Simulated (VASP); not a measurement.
Wanted: the native input for a VASP 6.6.1 run.

```
Task                   : single point
Functional             : r2SCAN
Potentials or basis    : VASP PAW PBE potentials, release 64 (Sr_sv, O)
Cutoff                 : 520 eV
k mesh                 : 6 × 6 × 6
Occupations            : gaussian, width 0.02 eV
Spin                   : no spin polarisation
Dipole correction      : no
Further INCAR settings : ALGO = Normal; EDIFF = 1e-06; NBANDS = 15
```

The system is SrO.

```xyz
2
Lattice="0.0000 2.5801 2.5801 2.5801 0.0000 2.5801 2.5801 2.5801 0.0000" Properties=species:S:1:pos:R:3 pbc="T T T"
Sr    0.0000    0.0000    0.0000
O     2.5801    2.5801    2.5801
```

These files were run (other wordings do the same):

POSCAR

```
SrO
1.0
    0.0000000000      2.5801213120      2.5801213120
    2.5801213120      0.0000000000      2.5801213120
    2.5801213120      2.5801213120      0.0000000000
Sr O
1 1
Direct
    0.0000000000      0.0000000000      0.0000000000
    0.5000000000      0.5000000000      0.5000000000
```

INCAR.step1

```
PREC = Accurate ; ENCUT = 520
ISMEAR = 0 ; SIGMA = 0.02
LREAL = False ; LASPH = True
NELM = 60 ; NBANDS = 15
GGA = PE ; ALGO = Normal
EDIFF = 1E-4 ; LWAVE = True
LCHARG = False
```

INCAR.step2

```
PREC = Accurate ; ENCUT = 520
EDIFF = 1E-6 ; ISMEAR = 0
SIGMA = 0.02 ; LREAL = False
LASPH = True ; NELM = 60
ALGO = Normal ; ISIF = 2
LWAVE = False ; LCHARG = False
METAGGA = R2SCAN ; LMIXTAU = True
NBANDS = 15 ; ISTART = 1
```

KPOINTS

```
regular mesh
0
Gamma
  6 6 6
```

Potentials or basis: VASP PAW PBE potentials, release 64 (Sr_sv, O).

Command:

```sh
$ cat potpaw_PBE.64/Sr_sv/POTCAR potpaw_PBE.64/O/POTCAR > POTCAR
$ cp INCAR.step1 INCAR
$ mpirun -np 1 vasp_std > vasp.out
$ cp INCAR.step2 INCAR
$ mpirun -np 1 vasp_std > vasp.out
```

Results of the run:

```json
{"Pressure": "0.5 GPa", "Band gap on the k mesh": "3.75 eV (least direct gap 3.84 eV)"}
```

Caveat: the PAW data sets were made with another functional, which shifts forces and pressure a little.

Run time: 60 s on 1 thread of Intel Xeon 8259CL, on a shared host, peak memory 0.17 GiB.
